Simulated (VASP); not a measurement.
Set up this calculation in VASP 6.6.1, as the native input.

```
Task                   : single point
Functional             : r2SCAN
Potentials or basis    : VASP PAW PBE potentials, release 64 (Ga_d, Si, Co)
Cutoff                 : 520 eV
k mesh                 : 4 × 4 × 4, shifted
Occupations            : fermi-dirac, width 0.1 eV
Spin                   : no spin polarisation
Dipole correction      : no
Further INCAR settings : ALGO = Normal; EDIFF = 1e-07; NBANDS = 48
```

System: GaCo6Si2.

```
Ga Si Co
1.0
     5.10683    0.50094    0.08532
    -0.09419    4.20739    0.59186
     0.51236   -0.76019    4.93571
Ga Si Co
1 2 6
Direct
  0.90496 0.27492 0.37605
  0.32165 0.21604 0.53183
  0.58757 0.55976 0.18347
  0.88952 0.47479 0.81683
  0.69916 0.03288 0.01644
  0.04409 0.75390 0.21776
  0.68622 0.84833 0.54235
  0.30229 0.76823 0.81055
  0.26298 0.26873 0.04535
```

One way to write it, as run:

POSCAR

```
GaCo6Si2
1.0
    5.1068280000      0.5009350000      0.0853230000
   -0.0941940000      4.2073870000      0.5918570000
    0.5123650000     -0.7601920000      4.9357100000
Ga Si Co
1 2 6
Direct
    0.9049570000      0.2749220000      0.3760470000
    0.3216490000      0.2160440000      0.5318320000
    0.5875690000      0.5597640000      0.1834670000
    0.8895230000      0.4747940000      0.8168260000
    0.6991590000      0.0328770000      0.0164400000
    0.0440920000      0.7539020000      0.2177640000
    0.6862200000      0.8483330000      0.5423510000
    0.3022880000      0.7682310000      0.8105540000
    0.2629830000      0.2687310000      0.0453540000
```

INCAR.step1

```
PREC = Accurate
ENCUT = 520
ISMEAR = -1
SIGMA = 0.1
LREAL = F
LASPH = T
NELM = 60
NBANDS = 48
GGA = PE
ALGO = Normal
EDIFF = 1E-4
LWAVE = T
LCHARG = F
```

INCAR.step2

```
PREC = Accurate
ENCUT = 520
EDIFF = 1E-7
ISMEAR = -1
SIGMA = 0.1
LREAL = F
LASPH = T
NELM = 60
ALGO = Normal
ISIF = 2
LWAVE = F
LCHARG = T
METAGGA = R2SCAN
LMIXTAU = T
LELF = T
LVHAR = T
NBANDS = 48
ISTART = 1
```

KPOINTS

```
Automatic mesh
0
Gamma
  4 4 4
  0.5 0 0.5
```

Potentials or basis: VASP PAW PBE potentials, release 64 (Ga_d, Si, Co).

The run is started by

```sh
$ cat potpaw_PBE.64/Ga_d/POTCAR potpaw_PBE.64/Si/POTCAR potpaw_PBE.64/Co/POTCAR > POTCAR
$ cp INCAR.step1 INCAR
$ mpirun -np 1 vasp_std > vasp.out
$ cp INCAR.step2 INCAR
$ mpirun -np 1 vasp_std > vasp.out
```

Results of the run:

The pressure is -1.6 GPa and the largest force is 3.224 eV/Å. The band gap on the k mesh is zero (an odd number of electrons rules out a gap without spin polarisation).

Caveat: the k points lie up to 0.37 Å⁻¹ apart, too coarse for converged energies and pressures of a metal; the PAW data sets were made with another functional, which shifts forces and pressure a little.

Run time: 25 min on 1 thread of Intel(R) Xeon(R) Platinum 8375C CPU @ 2.90GHz (Ice Lake), on a shared host, peak memory 0.31 GiB.
